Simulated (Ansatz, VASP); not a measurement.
**Two plane-wave programs on KC**

```
K C
1.0
     2.96820    1.71369    6.69809
    -2.96820    1.71369    6.69809
     0.00000   -3.42738    6.69809
K C
3 3
Direct
  0.19216 0.19216 0.19216
  0.66296 0.66296 0.66296
  0.40453 0.40453 0.40453
  0.96944 0.21109 0.96944
  0.21109 0.96944 0.96944
  0.96944 0.96944 0.21109
```

Alike in both runs: task single point; functional PBE; k mesh 6 × 6 × 6; occupations gaussian, width 0.1 eV; collinear spin.

|  | VASP | Ansatz |
| --- | --- | --- |
| version | VASP 6.6.1 | Ansatz 0.2.0 |
| potentials or method | VASP PAW PBE potentials, release 64 (K_sv, C), cutoff 520 eV | scalar-relativistic, plane waves, PAW |
| valence electrons in the cell | 39 | 39 |

|  | VASP | Ansatz | Ansatz less VASP |
| --- | --- | --- | --- |
| gap on the k mesh at the Fermi level (eV) | none | none | - |
| pressure (GPa) | 0.6 | 0.5 | -0.12 |
| traceless stress, the component that is largest in VASP (GPa) | 1.16 | 1.28 | +0.115 |
| rms of the force components (eV/Å) | 0.017 | 0.053 | +0.0357 |
| net moment per atom (μB) | 0.00 | 0.00 | 0.000 |

Atom by atom the forces differ by 0.066 eV/Å (rms over components). A gap of «none» marks a metal or a gap that the smearing closes. Ansatz's warnings: seeded moment not kept.
